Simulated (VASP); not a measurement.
A run of VASP 6.6.1:

The input INCAR:

```
PREC = Accurate
ENCUT = 520
EDIFF = 1E-7
ISMEAR = -1
SIGMA = 0.05
LREAL = False
LASPH = True
NELM = 100
ALGO = Fast
ISIF = 2
LWAVE = False
LCHARG = False
GGA = PE
NBANDS = 18
```

KPOINTS

```
regular mesh
0
Gamma
  8 8 8
```

POSCAR

```
InPd
1.0
    3.2718847800      0.0000000000      0.0000000000
    0.0000000000      3.2718847800      0.0000000000
    0.0000000000      0.0000000000      3.2718847800
In Pd
1 1
Direct
   -0.0067690000      0.0003210000      0.0083760000
    0.4891010000      0.5068780000      0.4918490000
```

Potentials or basis: VASP PAW PBE potentials, release 64 (In_d, Pd).

The run is started by

```bash
$ cat potpaw_PBE.64/In_d/POTCAR potpaw_PBE.64/Pd/POTCAR > POTCAR
$ mpirun -np 1 vasp_std > vasp.out
```

Hardware: 1 thread of Intel(R) Xeon(R) Platinum 8375C CPU @ 2.90GHz (Ice Lake) (shared host).

Task: How long does it take, and how much memory?

Result: It took 2.1 min on 1 thread of Intel(R) Xeon(R) Platinum 8375C CPU @ 2.90GHz (Ice Lake), with other jobs on the host, peak memory 0.27 GiB. Counts: scf iterations 16, k points 260.
